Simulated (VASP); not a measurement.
Input of a VASP 6.6.1 run:

INCAR

```
SYSTEM = W7Au
PREC     = Accurate       ! precision mode
ENCUT    = 520            ! plane-wave cutoff, eV
EDIFF    = 1E-7           ! SCF threshold, eV
ISMEAR   = 0              ! smearing method
SIGMA    = 0.1            ! smearing width, eV
LREAL    = .False.        ! projectors in reciprocal space
LASPH    = .True.         ! aspherical terms in the spheres
NELM     = 60             ! most SCF steps
ALGO     = Normal         ! electronic algorithm
ISIF     = 2              ! what is computed and relaxed
LWAVE    = .False.        ! write WAVECAR
LCHARG   = .False.        ! write CHGCAR
GGA      = PE             ! functional
NBANDS   = 64             ! bands
```

The input KPOINTS:

```
regular mesh
0
Gamma
  4 4 4
  0 0 0
```

File POSCAR:

```
W7Au
1.0
    0.0000000000      4.1621812800      4.1621812800
    4.1621812800      0.0000000000      4.1621812800
    4.1621812800      4.1621812800      0.0000000000
W Au
7 1
Direct
    0.2308333100      0.7691666900      0.7691666900
    0.7691666900      0.2308333100      0.2308333100
    0.7691666900      0.2308333100      0.7691666900
    0.2308333100      0.7691666900      0.2308333100
    0.7691666900      0.7691666900      0.2308333100
    0.2308333100      0.2308333100      0.7691666900
    0.2500000000      0.2500000000      0.2500000000
    0.5000000000      0.5000000000      0.5000000000
```

Potentials or basis: VASP PAW PBE potentials, release 64 (W_sv, Au).

The run is started by

```console
$ cat potpaw_PBE.64/W_sv/POTCAR potpaw_PBE.64/Au/POTCAR > POTCAR
$ mpirun -np 1 vasp_std > vasp.out
```

Q: Predict the pressure.

A: 39.8 GPa.

Q: What does it give for the largest force?

A: 8.484 eV/Å.

Forces on the atoms (eV/Å):
```
W    8.484  0.000  0.000
W   -8.484  0.000  0.000
W    0.000  8.484  0.000
W    0.000 -8.484  0.000
W    0.000  0.000  8.484
W    0.000  0.000 -8.484
W    0.000  0.000  0.000
Au   0.000  0.000  0.000
```

Caveat: forces of over 1 eV/Å act on the atoms, so gaps and moduli don't describe the material at rest.
